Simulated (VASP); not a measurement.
Set up this calculation in VASP 6.6.1, as the native input.

- Task: single point
- Functional: PBEsol
- Potentials or basis: VASP PAW PBE potentials, release 64 (C)
- Cutoff: 520 eV
- k mesh: 11 × 11 × 11
- Occupations: fermi-dirac, width 0.1 eV
- Spin: no spin polarisation
- Dipole correction: no
- Further INCAR settings: ALGO = Normal; EDIFF = 1e-06; NBANDS = 16

The structure of C lies in POSCAR:

```
C
1.0
    1.2331880000      0.7119810000      8.2826150000
   -1.2331880000      0.7119810000      8.2826150000
    0.0000000000     -1.4239630000      8.2826150000
C
4
Direct
    0.9128270000      0.9128270000      0.9128270000
    0.2461500000      0.2461500000      0.2461500000
    0.7538500000      0.7538500000      0.7538500000
    0.0871730000      0.0871730000      0.0871730000
```

The input as run:

INCAR

```
SYSTEM = C
PREC = Accurate
ENCUT = 520
EDIFF = 1E-6
ISMEAR = -1
SIGMA = 0.1
LREAL = .FALSE.
LASPH = .TRUE.
NELM = 80
ALGO = Normal
ISIF = 2
LWAVE = .FALSE.
LCHARG = .TRUE.
GGA = PS
LELF = .TRUE.
LVHAR = .TRUE.
NBANDS = 16
```

KPOINTS

```
Automatic mesh
0
G
  11 11 11
  0 0 0
```

Potentials or basis: VASP PAW PBE potentials, release 64 (C).

Launch:

```sh
$ cat potpaw_PBE.64/C/POTCAR > POTCAR
$ mpirun -np 1 vasp_std > vasp.out
```

It gave:

```json
{
  "Pressure": "-1.5 GPa",
  "Largest force": "0.010 eV/Å",
  "Band gap on the k mesh": "1.23 eV, indirect (least direct gap 1.24 eV)"
}
```

Caveat: the PAW data sets were made with another functional, which shifts forces and pressure a little.

It took 6.5 min on 1 thread of Intel(R) Xeon(R) 6975P-C (Granite Rapids), on a shared host, peak memory 0.55 GiB.
